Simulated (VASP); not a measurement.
The system is Ir.

```xyz
1
Lattice="0.0000 2.0211 1.6032 2.0211 0.0000 1.6032 2.0211 2.0211 0.0000" Properties=species:S:1:pos:R:3 pbc="T T T"
Ir    0.0000    0.0000    0.0000
```

This cell differs from its parent crystal: volume 13.098 Å^3 an atom, c/a of the conventional cell 0.7932.

Base run:

- Program: VASP 6.6.1
- Functional: LDA
- Potentials or basis: VASP PAW LDA potentials, release 64 (Ir)
- Cutoff: 520 eV
- k mesh: 22 × 22 × 22
- Occupations: gaussian, width 0.15 eV
- Spin: no spin polarisation

Its results: pressure 39.0 GPa.

Problem. The run is repeated on the same cell with these changes: potentials or basis from VASP PAW LDA potentials, release 64 (Ir) to VASP PAW LDA potentials, release 64 (Ir_sv_GW); cutoff from 520 eV to 500 eV; further incar settings from ALGO = Fast; EDIFF = 1e-06; NBANDS = 10 to ALGO = Normal; EDIFF = 1e-06; NBANDS = 14; valence electrons from 9 to 17. What comes out?

Solution. Pressure 33.7 GPa.
